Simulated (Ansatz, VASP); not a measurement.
MgO in VASP and in Ansatz

The input POSCAR:

```
MgO
1.0
    2.9380209034      0.0000000000      0.0000000000
   -1.4690104517      2.5444007392      0.0000000000
    0.0000000000      0.0000000000      2.6796800000
Mg O
1 1
Direct
    0.0000000000      0.0000000000      0.0000000000
    0.3333333333      0.6666666667      0.5000000000
```

INCAR.step1

```
PREC     = Accurate       # precision mode
ENCUT    = 520            # plane-wave cutoff, eV
EDIFF    = 1E-5           # SCF threshold, eV
ISMEAR   = -1             # smearing method
SIGMA    = 0.05           # smearing width, eV
LREAL    = F              # projectors in reciprocal space
LASPH    = T              # aspherical terms in the spheres
NELM     = 80             # most SCF steps
ALGO     = Normal         # electronic algorithm
ISIF     = 2              # what is computed and relaxed
LWAVE    = T              # write WAVECAR
LCHARG   = F              # write CHGCAR
NBANDS   = 11             # bands
GGA      = PE             # functional
```

INCAR.step2

```
PREC     = Accurate       # precision mode
ENCUT    = 520            # plane-wave cutoff, eV
EDIFF    = 1E-6           # SCF threshold, eV
ISMEAR   = -1             # smearing method
SIGMA    = 0.05           # smearing width, eV
LREAL    = F              # projectors in reciprocal space
LASPH    = T              # aspherical terms in the spheres
NELM     = 80             # most SCF steps
ALGO     = Normal         # electronic algorithm
ISIF     = 2              # what is computed and relaxed
LWAVE    = F              # write WAVECAR
LCHARG   = F              # write CHGCAR
METAGGA  = R2SCAN         # meta-GGA
LHFCALC  = T              # exact exchange
AEXX     = 0.5            # exact-exchange fraction
LMIXTAU  = T            
PRECFOCK = Normal       
NBANDS   = 11             # bands
ISTART   = 1
```

File KPOINTS:

```
regular mesh
0
Gamma
  5 5 5
```

Contents of input:

```
crystal:
  lattice:
    - [2.9380209034, 0.0, 0.0]
    - [-1.4690104517, 2.5444007392, 0.0]
    - [0.0, 0.0, 2.67968]
  atoms:
    - { symbol: Mg, position: [0.0, 0.0, 0.0] }
    - { symbol: O, position: [0.3333333333, 0.6666666667, 0.5] }
hamiltonian:
  xc: r2scan50
  pseudopotentials: { kind: paw }
kpoints:
  mp_grid: { grid: [5, 5, 5] }
  band_path:
    path:
      - [[0.0, 0.0, 0.0], [0.5, 0.0, 0.0], [0.3333333333, 0.3333333333, 0.0], [0.0, 0.0, 0.0], [0.0, 0.0, 0.5], [0.5, 0.0, 0.5], [0.3333333333, 0.3333333333, 0.5], [0.0, 0.0, 0.5]]
      - [[0.5, 0.0, 0.5], [0.5, 0.0, 0.0]]
      - [[0.3333333333, 0.3333333333, 0.0], [0.3333333333, 0.3333333333, 0.5]]
    npoints: 4
scf:
  occupations: { method: fermi_dirac, width: 0.05 }
  n_extra_bands: 6
output:
  forces: true
  stress: true
  eigenvalues: true
  fatbands: false
```

Alike in both runs: functional r2SCAN50; k mesh 5 × 5 × 5; occupations fermi-dirac, width 0.05 eV; no spin polarisation.

```csv
,VASP,Ansatz
version,VASP 6.6.1,Ansatz 0.2.0
potentials or method,"VASP PAW PBE potentials, release 64 (Mg, O)",Ansatz PAW
plane-wave cutoff (eV),520,500
valence electrons in the cell,8,16
task,single point,band structure
```

|  | VASP | Ansatz | Ansatz less VASP |
| --- | --- | --- | --- |
| gap on the k mesh at the Fermi level (eV) | 7.99 | 8.02 | +0.027 |
| least direct gap on the mesh (eV) | 8.43 | 8.45 | +0.015 |
| pressure (GPa) | -12.2 | -11.8 | +0.41 |
| traceless stress, the component that is largest in VASP (GPa) | -1.75 | -1.72 | +0.030 |

VASP's potentials were made for PBE, not for r2SCAN50. With one functional, cell and mesh, what is left measures potentials, basis and numerics. VASP's potentials hold 8 valence electrons a cell and Ansatz's 16, so a difference there can come from the potentials and not from the codes.

The k mesh is coarse, so the values compare programs but aren't converged.
